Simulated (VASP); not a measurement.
Input of a VASP 6.6.1 run:

INCAR

```
  ALGO = Normal
  EDIFF = 1E-6
  ENCUT = 500
  GGA = PE
  GGA_COMPAT = F
  ISIF = 2
  ISMEAR = 0
  LASPH = T
  LCHARG = F
  LREAL = F
  LWAVE = F
  NBANDS = 16
  NELM = 120
  PREC = Accurate
  SIGMA = 0.02
```

Contents of KPOINTS:

```
k-points
0
Gamma
  8 8 8
```

File POSCAR:

```
GaP
1.0
    0.0000000000      2.6673515933      2.6673515933
    2.6673515933      0.0000000000      2.6673515933
    2.6673515933      2.6673515933      0.0000000000
Ga P
1 1
Direct
    0.0000000000      0.0000000000      0.0000000000
    0.2500000000      0.2500000000      0.2500000000
```

Potentials or basis: VASP PAW PBE potentials, release 64 (Ga_d, P).

Run with:

```console
$ cat potpaw_PBE.64/Ga_d/POTCAR potpaw_PBE.64/P/POTCAR > POTCAR
$ mpirun -np 1 vasp_std > vasp.out
```

Predict the pressure.

8.9 GPa.

What does it give for the band gap on the k mesh?

1.51 eV, indirect (least direct gap 2.37 eV).

 A k mesh can miss the band edges.
